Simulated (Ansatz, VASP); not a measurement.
## One calculation of GaS3, two programs

```
CELL_PARAMETERS angstrom
4.54329 0.00000 0.00000
0.00000 4.54329 0.00000
0.00000 0.00000 3.22713
ATOMIC_POSITIONS crystal
Ga 0.00000 0.00000 0.00000
S 0.00000 0.50000 0.50000
S 0.50000 0.00000 0.50000
S 0.50000 0.50000 0.00000
```

Alike in both runs: functional PBE; k mesh 10 × 10 × 14; occupations gaussian, width 0.1 eV; no spin polarisation.

Ansatz relaxed the structure, and its values are those at the end. VASP's run is a single point on that final structure, the one shown.

|  | VASP | Ansatz |
| --- | --- | --- |
| version | VASP 6.6.1 | Ansatz 0.2.0 |
| potentials or method | VASP PAW PBE potentials, release 64 (Ga_d, S), cutoff 520 eV | scalar-relativistic, plane waves, PAW |
| valence electrons in the cell | 31 | 31 |

```csv
,VASP,Ansatz,Ansatz less VASP
gap on the k mesh at the Fermi level (eV),none,none,-
pressure (GPa),-0.1,0.0,+0.05
```

A gap of «none» marks a metal or a gap that the smearing closes.
